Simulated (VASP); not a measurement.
Runs of VASP 6.6.1 on WS2. The structure is that of space group P6_3/mmc (No. 194), or close to it. The cells are those of the table. 

```tsv
cell	gap on the mesh (eV)	pressure (GPa)	largest force (eV/Å)
a = 3.054, b = 3.054, c = 13.308 Å, angles 90.0, 90.0, 120.0°, 6 atoms	1.59	(a)	0.03
a = 2.991, b = 2.991, c = 13.434 Å, angles 90.0, 90.0, 120.0°, 6 atoms	1.45	(b)	0.03
a = 2.991, b = 2.991, c = 13.538 Å, angles 90.0, 90.0, 120.0°, 6 atoms	1.45	14.3	0.04
a = 3.054, b = 3.054, c = 13.381 Å, angles 90.0, 90.0, 120.0°, 6 atoms	1.60	9.2	0.04
```

Alike in all rows: task single point; level r2SCAN; potentials or basis VASP PAW PBE potentials, release 64 (W_sv, S); no spin polarisation; k mesh 12 × 12 × 2; cutoff (eV) 520; smearing gaussian 0.02 eV.

Question: Fill in the values left out.

Answer: (a) 9.3; (b) 14.9.

Caveats: the cell stands under pressure; the PAW data sets were made with another functional, which shifts forces and pressure a little; spin-orbit coupling is left out, which moves the levels of the heavy elements.

A k mesh can miss the band edges, and the runs leave out spin-orbit coupling on W.
